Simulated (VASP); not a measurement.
# Ir: single point with LDA

Ir:

```xyz
1
Lattice="0.0000 1.8264 1.8264 1.8264 0.0000 1.8264 1.8264 1.8264 0.0000" Properties=species:S:1:pos:R:3 pbc="T T T"
Ir    0.0000    0.0000    0.0000
```

This cell differs from its parent crystal: volume scaled by 0.88.

```
Program             : VASP 6.6.1
Task                : single point
Functional          : LDA
Potentials or basis : VASP PAW LDA potentials, release 64 (Ir)
Cutoff              : 520 eV
k mesh              : 19 × 19 × 19
Occupations         : fermi-dirac, width 0.08 eV
Spin                : no spin polarisation
```

```json
{"Pressure": "75.8 GPa"}
```

Levels at points of the mesh, in eV from the Fermi level:
```tsv
k point	band 1	band 2	band 3	band 4	band 5	band 6	band 7	band 8
(0.00, 0.00, 0.00)	-12.76	-4.90	-4.90	-4.90	-1.45	-1.45	13.93	20.40
```

Wall time 12 s on 1 thread of Intel(R) Xeon(R) 6975P-C (Granite Rapids) (shared host), peak memory 0.14 GiB.

Caveat: spin-orbit coupling is left out, which moves the levels of the heavy elements.
